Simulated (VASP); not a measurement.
Crystal: Zr2N.

```
CELL_PARAMETERS angstrom
5.41300 0.00000 0.00000
0.00000 5.41300 0.00000
0.00000 0.00000 3.30779
ATOMIC_POSITIONS crystal
Zr 0.29613 0.29613 0.00000
Zr 0.70387 0.70387 0.00000
Zr 0.79613 0.20387 0.50000
Zr 0.20387 0.79613 0.50000
N 0.00000 0.00000 0.00000
N 0.50000 0.50000 0.50000
```

Base run:

```yaml
Program: VASP 6.6.1
Functional: r2SCAN
Potentials_or_basis: VASP PAW PBE potentials, release 64 (Zr_sv, N)
Cutoff: 520 eV
k_mesh: 4 × 4 × 6, shifted
Occupations: gaussian, width 0.1 eV
Spin: no spin polarisation
```

Its results: pressure 0.0 GPa.

Task: After a change of settings the same cell gave: pressure 10.1 GPa. Which change was it?
A. k mesh from 4 × 4 × 6, shifted to 1 × 1 × 2, through Γ
B. k mesh from 4 × 4 × 6, shifted to 2 × 2 × 4, through Γ; further incar settings from ALGO = Normal; EDIFF = 1e-06; NBANDS = 38 to ALGO = Normal; EDIFF = 1e-07; NBANDS = 38
C. k mesh from 4 × 4 × 6, shifted to 1 × 1 × 1, through Γ
D. k mesh from 4 × 4 × 6, shifted to 8 × 8 × 10, through Γ; further incar settings from ALGO = Normal; EDIFF = 1e-06; NBANDS = 38 to ALGO = Normal; EDIFF = 1e-07; NBANDS = 38

Result: C.

Caveats: some runs use coarse meshes; the PAW data sets were made with another functional, which shifts forces and pressure a little.
